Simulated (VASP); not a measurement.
W, 2 atoms in the cell. Symmetry: P6_3/mmc, No. 194, hexagonal system. The conventional cell has a = 2.754 Å, b = 2.754 Å, c = 4.882 Å, α = 90.00°, β = 90.00°, γ = 120.00°. Within 3.6 Å of W (site symmetry -6m2) lie 12 W at 2.75 to 2.91 Å. This isn't the form of W at room conditions, which is bcc.

```yaml
Program: VASP 6.6.1
Task: single point
Functional: PBE
Potentials_or_basis: VASP PAW PBE potentials, release 64 (W_sv)
Cutoff: 520 eV
k_mesh: 16 × 16 × 9
Occupations: fermi-dirac, width 0.08 eV
Spin: no spin polarisation
Dipole_correction: no
Further_INCAR_settings: ALGO = Normal; EDIFF = 1e-07; NBANDS = 21
```

Potentials or basis: VASP PAW PBE potentials, release 64 (W_sv).

Launch:

```sh
$ cat potpaw_PBE.64/W_sv/POTCAR > POTCAR
$ mpirun -np 1 vasp_std > vasp.out
```

Hardware: 1 thread of Intel Xeon 8259CL, on a shared host.

Problem. Estimate the wall time of this run.

Solution. Run time: 85 s on 1 thread of Intel Xeon 8259CL (shared host), peak memory 0.2 GiB. Counts: scf iterations 13, k points 150.
